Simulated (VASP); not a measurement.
# BSe3 (Pm-3m) in VASP: a series of runs

The runs below take BSe3 through single point, relaxation of cell and atoms, with PBE.

All numbers are computed with VASP 6.6.1; they aren't measurements. Logs are shortened: lines on timing, memory, paths and dates and some standing lists are left out, and cuts for length are marked.

## 1. The cell of the first run

Symmetry: Pm-3m, No. 221, cubic system. The conventional cell has a = 4.196 Å, b = 4.196 Å, c = 4.196 Å, α = 90.00°, β = 90.00°, γ = 90.00°. B (site symmetry m-3m) has 12 Se at 2.97 Å within 3.9 Å. Se (site symmetry 4/mmm) has 4 B at 2.97 Å and 8 Se at 2.97 Å within 3.9 Å.

## 2. Single point, PBE

Contents of INCAR:

```
SYSTEM = BSe3
ALGO     = Normal         ! electronic algorithm
EDIFF    = 1E-6           ! SCF threshold, eV
ENCUT    = 520            ! plane-wave cutoff, eV
GGA      = PE             ! functional
ISIF     = 2              ! what is computed and relaxed
ISMEAR   = 0              ! smearing method
LASPH    = .True.         ! aspherical terms in the spheres
LCHARG   = .False.        ! write CHGCAR
LREAL    = .False.        ! projectors in reciprocal space
LWAVE    = .False.        ! write WAVECAR
NBANDS   = 18             ! bands
NELM     = 60             ! most SCF steps
PREC     = Accurate       ! precision mode
SIGMA    = 0.1            ! smearing width, eV
```

Contents of KPOINTS:

```
k-points
0
Gamma
  4 4 4
  0 0 0
```

Contents of POSCAR:

```
BSe3
1.0
    4.1961926053      0.0000000000      0.0000000000
    0.0000000000      4.1961926053      0.0000000000
    0.0000000000      0.0000000000      4.1961926053
B Se
1 3
Direct
    0.0000000000      0.0000000000      0.0000000000
    0.0000000000      0.5000000000      0.5000000000
    0.5000000000      0.0000000000      0.5000000000
    0.5000000000      0.5000000000      0.0000000000
```

Potentials or basis: VASP PAW PBE potentials, release 64 (B, Se).

Run with:

```bash
$ cat potpaw_PBE.64/B/POTCAR potpaw_PBE.64/Se/POTCAR > POTCAR
$ mpirun -np 1 vasp_std > vasp.out
```

OUTCAR:

```text
SYSTEM = BSe3
   EDIFF = 1E-6
   ENCUT = 520
   GGA = PE
   ISIF = 2
   ISMEAR = 0
   LASPH = .True.
   LREAL = .False.
   NELM = 60
   PREC = Accurate

 ion  position               nearest neighbor table
   1  0.000  0.000  0.000-
   2  0.000  0.500  0.500-
   3  0.500  0.000  0.500-
   4  0.500  0.500  0.000-

  LATTYP: Found a simple cubic cell.
 ALAT       =     4.1961926053

  Lattice vectors:

 A1 = (   4.1961926053,   0.0000000000,   0.0000000000)
 A2 = (   0.0000000000,   4.1961926053,   0.0000000000)
 A3 = (   0.0000000000,   0.0000000000,   4.1961926053)

Analysis of symmetry for initial positions (statically):
=====================================================================
 Subroutine PRICEL returns:
 Original cell was already a primitive cell.

 Routine SETGRP: Setting up the symmetry group for a
 simple cubic supercell.

 Subroutine GETGRP returns: Found 48 space group operations
 (whereof 48 operations were pure point group operations)
 out of a pool of 48 trial point group operations.

The static configuration has the point symmetry O_h .

Analysis of symmetry for dynamics (positions and initial velocities):
=====================================================================
 Subroutine PRICEL returns:
 Original cell was already a primitive cell.

 Routine SETGRP: Setting up the symmetry group for a
 simple cubic supercell.

 Subroutine GETGRP returns: Found 48 space group operations
 (whereof 48 operations were pure point group operations)
 out of a pool of 48 trial point group operations.

The dynamic configuration has the point symmetry O_h .

 Subroutine INISYM returns: Found 48 space group operations
 (whereof 48 operations are pure point group operations),
 and found     1 'primitive' translations

----------------------------------------------------------------------------------------

                                     Primitive cell

  volume of cell :      73.8867

  direct lattice vectors                    reciprocal lattice vectors
     4.196192605  0.000000000  0.000000000     0.238311273  0.000000000  0.000000000
     0.000000000  4.196192605  0.000000000     0.000000000  0.238311273  0.000000000
     0.000000000  0.000000000  4.196192605     0.000000000  0.000000000  0.238311273

[... 70 lines left out ...]
   ENCUT  =  520.0 eV  38.22 Ry    6.18 a.u.   7.80  7.80  7.80*2*pi/ulx,y,z
   NELM   =     60;   NELMIN=  2; NELMDL= -5     # of ELM steps
   EDIFF  = 0.1E-05   stopping-criterion for ELM
   LREAL  =      F    real-space projection
   EDIFFG = 0.1E-04   stopping-criterion for IOM
   NSW    =      0    number of steps for IOM
   IBRION =     -1    ionic relax: 0-MD 1-quasi-New 2-CG
   NFREE  =      0    steps in history (QN), initial steepest desc. (CG)
   ISIF   =      2    stress and relaxation
   ISYM   =      2    0-nonsym 1-usesym 2-fastsym
   POTIM  = 0.5000    time-step for ionic-motion
   TEBEG  =    0.0;   TEEND  =   0.0 temperature during run
   PSTRESS=    0.0 pullay stress
   NELECT =      21.0000    total number of electrons
   NUPDOWN=      -1.0000    fix difference up-down
   EMIN   =  10.00;   EMAX   =-10.00  energy-range for DOS
   EFERMI =   0.00;   METHOD = LEGACY
   ISMEAR =     0;   SIGMA  =   0.10  broadening in eV -4-tet -1-fermi 0-gaus
   EFERMI_NEDOS =   21; number of points for ismear=-14 and -15
   IALGO  =     38    algorithm
   IMIX   =      4    mixing-type and parameters
     AMIX     =   0.40;   BMIX     =  1.00
     AMIX_MAG =   1.60;   BMIX_MAG =  1.00
  volume/ion in A,a.u.               =      18.47       124.65
  Fermi-wavevector in a.u.,A,eV,Ry     =   1.076364  2.034033 15.763160  1.158560
  Thomas-Fermi vector in A             =   2.212246
   LORBIT       =      0    0 simple, 1 ext, 2 COOP (PROOUT), +10 PAW based schemes
   GGA     = PE    functional components
   LHFCALC =     F    Hartree Fock is set to
   AEXX    =    0.0000 exact exchange contribution
   IVDW    =     0    specifies the selected vdW correction
   LEPSILON=     F    determine dielectric tensor
   LRPA    =     F    only Hartree local field effects (RPA)
 non-spin polarized calculation
 Gauss-broadening in eV      SIGMA  =   0.10
  energy-cutoff  :      520.00
  volume of cell :       73.89
 maximum number of plane-waves:      2008
 NGX is ok and might be reduce to    32
   NGX = 15   NGY = 15   NGZ = 15

 number of electron      20.9999998 magnetization

 Free energy of the ion-electron system (eV)
  ---------------------------------------------------
  ext. energy  EPLUGINS =         0.00000000
  ---------------------------------------------------
  free energy    TOTEN  =       -11.56120428 eV

  energy without entropy =      -11.54791041  energy(sigma->0) =      -11.55455735

 E-fermi :   5.2209     XC(G=0): -10.4754

 val. band max:        5.1903110284   @ k =   0.5000   0.5000   0.2500
 cond. band min:       5.4494999135   @ k =   0.5000   0.0000   0.0000
 fundamental gap:      0.2591888850
 Fermi energy:         5.2209091137

 k-point     1 :       0.0000    0.0000    0.0000
  band No.  band energies     occupation
      1     -10.8889      2.00000
      2      -6.3837      2.00000
      3      -6.3837      2.00000
      4      -0.5447      2.00000
      5      -0.5447      2.00000
      6      -0.5447      2.00000
[... 187 lines left out ...]
      5      -1.0997      2.00000
      6      -1.0997      2.00000
[... 10 lines left out ...]
     17      14.7243      0.00000
     18      14.7243      0.00000

------------------------ aborting loop because EDIFF is reached ----------------------------------------

  FORCE on cell =-STRESS in cart. coord.  units (eV):
  Direction    XX          YY          ZZ          XY          YZ          ZX
  --------------------------------------------------------------------------------------
  -------------------------------------------------------------------------------------
  Total       -0.0037072     -0.0037072     -0.0037072      0.0000000     -0.0000000     -0.0000000
  in kB       -0.0803876     -0.0803876     -0.0803876      0.0000000     -0.0000000     -0.0000000
  external PRESSURE =      -0.0803876 kB  Pullay stress =       0.0000000 kB

 VOLUME and BASIS-vectors are now :
 -----------------------------------------------------------------------------
  energy-cutoff  :      520.00
  volume of cell :       73.89
      direct lattice vectors                 reciprocal lattice vectors
     4.196192605  0.000000000  0.000000000     0.238311273  0.000000000  0.000000000
     0.000000000  4.196192605  0.000000000     0.000000000  0.238311273  0.000000000
     0.000000000  0.000000000  4.196192605     0.000000000  0.000000000  0.238311273

 POSITION                                       TOTAL-FORCE (eV/Angst)
 -----------------------------------------------------------------------------------
      0.00000      0.00000      0.00000         0.000000      0.000000      0.000000
      0.00000      2.09810      2.09810         0.000000      0.000000      0.000000
      2.09810      0.00000      2.09810         0.000000      0.000000      0.000000
      2.09810      2.09810      0.00000         0.000000      0.000000      0.000000
 -----------------------------------------------------------------------------------
    total drift:                                0.000000     -0.000000     -0.000000

  FREE ENERGIE OF THE ION-ELECTRON SYSTEM (eV)
  ---------------------------------------------------
  free  energy   TOTEN  =       -11.5612042810 eV

  energy  without entropy=      -11.5479104107  energy(sigma->0) =      -11.55455735
```

OSZICAR:

```text
N       E                     dE             d eps       ncg     rms          rms(c)
DAV:   1     0.821616380437E+02    0.82162E+02   -0.86713E+03   360   0.992E+02
DAV:   2    -0.638911268007E+01   -0.88551E+02   -0.86517E+02   498   0.161E+02
DAV:   3    -0.115477195779E+02   -0.51586E+01   -0.51016E+01   428   0.390E+01
DAV:   4    -0.115840525951E+02   -0.36333E-01   -0.36322E-01   414   0.379E+00
DAV:   5    -0.115841753476E+02   -0.12275E-03   -0.12274E-03   432   0.244E-01    0.591E+00
DAV:   6    -0.115638354233E+02    0.20340E-01   -0.43858E-02   416   0.906E-01    0.352E+00
DAV:   7    -0.115609608278E+02    0.28746E-02   -0.20840E-02   394   0.754E-01    0.553E-01
DAV:   8    -0.115612309960E+02   -0.27017E-03   -0.53290E-04   414   0.139E-01    0.908E-02
DAV:   9    -0.115612048884E+02    0.26108E-04   -0.18838E-04   398   0.678E-02    0.116E-02
DAV:  10    -0.115612042810E+02    0.60742E-06   -0.85734E-06   410   0.154E-02
   1 F= -.11561204E+02 E0= -.11554557E+02  d E =-.132939E-01
```

Wall time 21 s (1 thread of AMD EPYC 7R43 (Zen 3), shared host); peak memory 0.14 GiB.

Results:

- Free energy: -11.5612 eV
- Pressure: 0.0 GPa

Caveat: the k points lie up to 0.37 Å⁻¹ apart.

## 3. Relaxation of cell and atoms, PBE

This run uses another cell than the first one, of 20.73 Å³/atom, 1.122 times its volume.

Contents of INCAR:

```
SYSTEM = BSe3
PREC = Accurate ; ENCUT = 600
EDIFF = 1E-6 ; ISMEAR = 0
SIGMA = 0.1 ; LREAL = .False.
LASPH = .True. ; NELM = 80
ALGO = Normal ; ISIF = 3
LWAVE = .False. ; LCHARG = .False.
GGA = PE ; IBRION = 2
NSW = 90 ; EDIFFG = -0.04
```

Contents of KPOINTS:

```
Automatic mesh
0
Gamma
  4 4 4
  0 0 0
```

Contents of POSCAR:

```
BSe3
1.0
    4.3608044306      0.0000000000      0.0000000000
    0.0000000000      4.3608044306      0.0000000000
    0.0000000000      0.0000000000      4.3608044306
B Se
1 3
Direct
    0.0000000000      0.0000000000      0.0000000000
    0.0000000000      0.5000000000      0.5000000000
    0.5000000000      0.0000000000      0.5000000000
    0.5000000000      0.5000000000      0.0000000000
```

Potentials or basis: VASP PAW PBE potentials, release 64 (B, Se).

Run with:

```bash
$ cat potpaw_PBE.64/B/POTCAR potpaw_PBE.64/Se/POTCAR > POTCAR
$ mpirun -np 1 vasp_std > vasp.out
```

Run time: 55 s. Hardware: 1 thread of AMD EPYC 7R43 (Zen 3), shared host; peak memory 0.17 GiB.

Results (log left out):

```
Free energy                            : -11.5619 eV
Relaxed volume                         : 18.47 Å³/atom
Relaxed cell                           : a = 4.196 Å, b = 4.196 Å, c = 4.196 Å, α = 90.00°, β = 90.00°, γ = 90.00°
Space group after relaxing (to 0.05 Å) : Pm-3m (No. 221)
Energy gained by relaxing              : 43.4 meV/atom
Ionic steps                            : 3
Pressure after relaxing                : 0.0 GPa
```

The path:
```csv
step,energy change (eV),largest force (eV/Å),pressure (GPa),volume (Å³)
1,0.0000,0.0000,-5.41,82.93
2,-0.1715,0.0000,-0.79,74.80
3,-0.1738,0.0000,-0.01,73.88
```

Final structure:
```yaml
crystal:
  lattice:
    - [4.19610, 0.00000, 0.00000]
    - [0.00000, 4.19610, 0.00000]
    - [0.00000, 0.00000, 4.19610]
  atoms:
    - { symbol: B, position: [0.00000, 0.00000, 0.00000] }
    - { symbol: Se, position: [0.00000, 0.50000, 0.50000] }
    - { symbol: Se, position: [0.50000, 0.00000, 0.50000] }
    - { symbol: Se, position: [0.50000, 0.50000, 0.00000] }
```

Levels at points of the mesh, in eV from the Fermi level:
| k point | band 6 | band 7 | band 8 | band 9 | band 10 | band 11 | band 12 | band 13 | band 14 |
| --- | --- | --- | --- | --- | --- | --- | --- | --- | --- |
| (0.00, 0.00, 0.00) | -5.77 | -4.76 | -0.67 | -0.67 | -0.67 | 0.51 | 0.51 | 0.51 | 4.26 |
| (0.50, 0.00, 0.00) | -4.42 | -3.19 | -3.19 | -2.16 | -2.13 | 0.23 | 0.86 | 0.94 | 0.94 |
| (0.50, 0.50, 0.00) | -3.03 | -3.03 | -2.72 | -2.34 | -2.34 | -1.82 | 0.23 | 1.84 | 2.15 |
| (0.50, 0.50, 0.50) | -6.32 | -6.32 | -5.56 | 2.02 | 2.02 | 2.27 | 2.27 | 2.27 | 3.74 |

Caveat: the k points lie up to 0.37 Å⁻¹ apart in the final cell.
